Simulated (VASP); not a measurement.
ZnCu:

```
Zn Cu
1.0
     2.94500    0.00000    0.00000
     0.00000    2.94500    0.00000
     0.00000    0.00000    2.94500
Zn Cu
1 1
Cartesian
  1.4725 1.4725 1.4725
  0.0000 0.0000 0.0000
```

* Program: VASP 6.6.1
* Task: relaxation of cell and atoms
* Functional: LDA
* Potentials or basis: VASP PAW LDA potentials, release 64 (Zn, Cu)
* Cutoff: 600 eV
* k mesh: 11 × 11 × 11
* Occupations: fermi-dirac, width 0.1 eV
* Spin: no spin polarisation

At the start: pressure -9.1 GPa; volume 12.77 Å³/atom.

Problem. How do energy, volume and symmetry change on relaxing?

Solution. Over 3 steps the energy falls by 27.4 meV/atom and the volume is 11.88 Å³/atom (-7.0 %); space group Pm-3m (No. 221, to 0.1 Å) before and after.

Step by step:
```
step  energy change (eV)  largest force (eV/Å)  pressure (GPa)  volume (Å³)
   1              0.0000                0.0000           -9.12        25.54
   2             -0.0405                0.0000            5.75        22.95
   3             -0.0547                0.0000            0.04        23.76
```

Final structure:
```
Zn Cu
1.0
     2.87493    0.00000    0.00000
     0.00000    2.87493    0.00000
     0.00000    0.00000    2.87493
Zn Cu
1 1
Direct
  0.50000 0.50000 0.50000
  0.00000 0.00000 0.00000
```
